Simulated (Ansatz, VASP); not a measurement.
# Two plane-wave programs on Ti5N4

```
Ti N
1.0
     2.97263    0.00000    0.00000
    -1.48632    2.57437    0.00000
     0.00000    0.00000   24.70857
Ti N
5 4
Direct
  0.66667 0.33333 0.30354
  0.33333 0.66667 0.40177
  0.00000 0.00000 0.50000
  0.66667 0.33333 0.59823
  0.33333 0.66667 0.69646
  0.00000 0.00000 0.35265
  0.66667 0.33333 0.45088
  0.33333 0.66667 0.54912
  0.00000 0.00000 0.64735
```

Alike in both runs: task single point; functional PBEsol; k mesh 12 × 12 × 1; occupations gaussian, width 0.1 eV; no spin polarisation.

|  | VASP | Ansatz |
| --- | --- | --- |
| version | VASP 6.6.1 | Ansatz 0.2.0 |
| potentials or method | VASP PAW PBE potentials, release 64 (Ti_sv, N), cutoff 520 eV | scalar-relativistic, plane waves, PAW |
| valence electrons in the cell | 80 | 80 |

```tsv
	VASP	Ansatz	Ansatz less VASP
gap on the k mesh at the Fermi level (eV)	none	none	-
rms of the force components (eV/Å)	0.481	0.486	+0.0048
work function, face that differs most (eV)	4.67	4.67	+0.001
```

VASP's potentials were made for PBE, not for PBEsol. A gap of «none» marks a metal or a gap that the smearing closes. The functional is the same, so the differences come from potentials, cutoffs and numerics. Ansatz's warnings: xc potential rough in thin density.
